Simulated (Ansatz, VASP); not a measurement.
## NaI: VASP beside Ansatz

INCAR

```
PREC = Accurate
ENCUT = 520
EDIFF = 1E-6
ISMEAR = 0
SIGMA = 0.05
LREAL = False
LASPH = True
NELM = 100
ALGO = Normal
ISIF = 2
LWAVE = False
LCHARG = False
GGA = CA
NBANDS = 14
```

Contents of KPOINTS:

```
regular mesh
0
Gamma
  8 8 8
```

POSCAR

```
NaI
1.0
    0.0000000000      3.7361508850      2.4284980752
    3.7361508850      0.0000000000      2.4284980752
    3.7361508850      3.7361508850      0.0000000000
Na I
1 1
Direct
    0.0000000000      0.0000000000      0.0000000000
    0.5000000000      0.5000000000      0.5000000000
```

Input for Ansatz:

```yaml
crystal:
  lattice:
    - [0.0, 3.736150885, 2.4284980752]
    - [3.736150885, 0.0, 2.4284980752]
    - [3.736150885, 3.736150885, 0.0]
  atoms:
    - { symbol: Na, position: [0.0, 0.0, 0.0] }
    - { symbol: I, position: [0.5, 0.5, 0.5] }
basis:
  ecutwfc: 420
kpoints:
  mp_grid: { grid: [8, 8, 8] }
hamiltonian:
  xc: lda
scf:
  occupations: { method: gaussian, width: 0.05 }
output:
  forces: true
  stress: true
  eigenvalues: true
```

Alike in both runs: task single point; functional LDA; k mesh 8 × 8 × 8; occupations gaussian, width 0.05 eV; no spin polarisation.

|  | VASP | Ansatz |
| --- | --- | --- |
| version | VASP 6.6.1 | Ansatz 0.2.0 |
| potentials or method | VASP PAW LDA potentials, release 64 (Na_pv, I), cutoff 520 eV | scalar-relativistic, plane waves, PAW |
| valence electrons in the cell | 14 | 26 |

```tsv
	VASP	Ansatz	Ansatz less VASP
gap on the k mesh at the Fermi level (eV)	3.42	3.41	-0.007
least direct gap on the mesh (eV)	3.46	3.45	-0.007
pressure (GPa)	8.9	8.9	-0.08
traceless stress, the component that is largest in VASP (GPa)	21.28	21.14	-0.141
```

LDA's correlation is that of Perdew and Zunger in VASP and of Perdew and Wang (1992) in Ansatz. VASP's potentials hold 14 valence electrons a cell and Ansatz's 26, so a difference there can come from the potentials and not from the codes.

Neither program's run includes spin-orbit coupling.
